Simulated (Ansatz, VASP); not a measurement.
**One calculation of TaN, two programs**

```xyz
4
Lattice="3.0500 0.0000 0.0000 -1.5250 2.6414 0.0000 0.0000 0.0000 4.8412" Properties=species:S:1:pos:R:3 pbc="T T T"
Ta    0.0000    1.7609    0.0000
Ta    1.5250    0.8805    2.4206
N     0.0000    1.7609    1.8639
N     1.5250    0.8805    4.2845
```

Change from the starting cell: zz strain of -2 %.

Alike in both runs: task single point; functional LDA; k mesh 9 × 9 × 5; occupations fermi-dirac, width 0.03 eV; no spin polarisation.

|  | VASP | Ansatz |
| --- | --- | --- |
| version | VASP 6.6.1 | Ansatz 0.2.0 |
| potentials or method | VASP PAW LDA potentials, release 64 (Ta_pv, N), cutoff 520 eV | all-electron LAPW, scalar-relativistic |

Ansatz gave:

| Quantity | Value |
| --- | --- |
| pressure (GPa) | 128.9 |
| traceless stress, the component that is largest in VASP (GPa) | -10.53 |
| rms of the force components (eV/Å) | 0.692 |

Task: Which values does VASP return?

Result: Pressure (GPa): 136.0; traceless stress, the component that is largest in VASP (GPa): -11.06; rms of the force components (eV/Å): 0.687.

LDA's correlation is that of Perdew and Zunger in VASP and of Perdew and Wang (1992) in Ansatz. Atom by atom the forces differ by 0.005 eV/Å (rms over components). Both programs put the cell under a high pressure, so it lies far from rest at this level. Ansatz ran all-electron here, and VASP with PAW potentials.

Spin-orbit coupling is off throughout. Noted on VASP's run: the cell as given lies far from equilibrium.
